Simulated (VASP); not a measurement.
Set up this calculation in VASP 6.6.1, as the native input.

* Task: single point
* Functional: PBE
* Dispersion: D3(BJ)
* Potentials or basis: VASP PAW PBE potentials, release 64 (Sb_d_GW)
* Cutoff: 400 eV
* k mesh: 9 × 9 × 1
* Occupations: gaussian, width 0.05 eV
* Spin: no spin polarisation
* Dipole correction: yes
* Further INCAR settings: ALGO = Normal; EDIFF = 1e-06; NBANDS = 38; NELMDL = -8

The structure of Sb lies in POSCAR:

```
Sb
1.0
    4.0686848921      0.0000000000      0.0000000000
   -2.0343424461      3.5235844766      0.0000000000
    0.0000000000      0.0000000000     20.8000277116
Sb
4
Direct
    0.3333333333      0.6666666667      0.2957591465
    0.6666666667      0.3333333333      0.2163458656
    0.1111111111      1.2222222222      0.5573445028
    0.4444444444      0.8888888889      0.4779326373
```

This cell differs from its parent crystal: layers slid over each other, then relaxed in part.

The input as run:

INCAR

```
PREC = Accurate
ENCUT = 400
EDIFF = 1E-6
ISMEAR = 0
SIGMA = 0.05
LREAL = F
LASPH = T
NELM = 120
ALGO = Normal
ISIF = 2
LWAVE = F
LCHARG = F
LDIPOL = T
IDIPOL = 3
DIPOL = 0.5 0.5 0.387
GGA = PE
IVDW = 12
NBANDS = 38
GGA_COMPAT = F
NELMDL = -8
```

KPOINTS

```
regular mesh
0
Gamma
  9 9 1
```

Potentials or basis: VASP PAW PBE potentials, release 64 (Sb_d_GW).

The run is started by

```bash
$ cat potpaw_PBE.64/Sb_d_GW/POTCAR > POTCAR
$ mpirun -np 1 vasp_std > vasp.out
```

Results of the run:

- Largest force: 0.034 eV/Å
- Band gap on the k mesh: 0.86 eV (least direct gap 1.36 eV)
- Dispersion energy per atom: -0.292 eV

Caveat: the cell differs from its parent crystal (layers slid over each other, then relaxed in part); spin-orbit coupling is left out, which moves the levels of the heavy elements.

Wall time 5.2 min on 1 thread of AMD EPYC 7R43 64-Core Processor (Zen 3) (shared host), peak memory 0.38 GiB.
